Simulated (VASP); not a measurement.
A run of VASP 6.6.1 is set up as follows.

File INCAR:

```
SYSTEM = Pb
PREC = Accurate ; ENCUT = 520
EDIFF = 1E-7 ; ISMEAR = -1
SIGMA = 0.05 ; LREAL = .FALSE.
LASPH = .TRUE. ; NELM = 60
ALGO = Normal ; ISIF = 2
LWAVE = .FALSE. ; LCHARG = .FALSE.
GGA = PE ; NBANDS = 13
```

KPOINTS

```
Automatic mesh
0
G
  9 9 9
  0 0 0
```

File POSCAR:

```
Pb
1.0
    0.0000000000      2.5167944245      2.5167944245
    2.5167944245      0.0000000000      2.5167944245
    2.5167944245      2.5167944245      0.0000000000
Pb
1
Direct
    0.0000000000      0.0000000000      0.0000000000
```

Potentials or basis: VASP PAW PBE potentials, release 64 (Pb_d).

Command:

```sh
$ cat potpaw_PBE.64/Pb_d/POTCAR > POTCAR
$ mpirun -np 1 vasp_std > vasp.out
```

(1) Predict the pressure.

(2) What does it give for the band gap on the k mesh?

Results:

(1) -0.1 GPa.

(2) zero (band 7 reaches 13.76 eV, above the bottom of band 8 at 5.29 eV).

Caveat: spin-orbit coupling is left out, which moves the levels of the heavy elements.
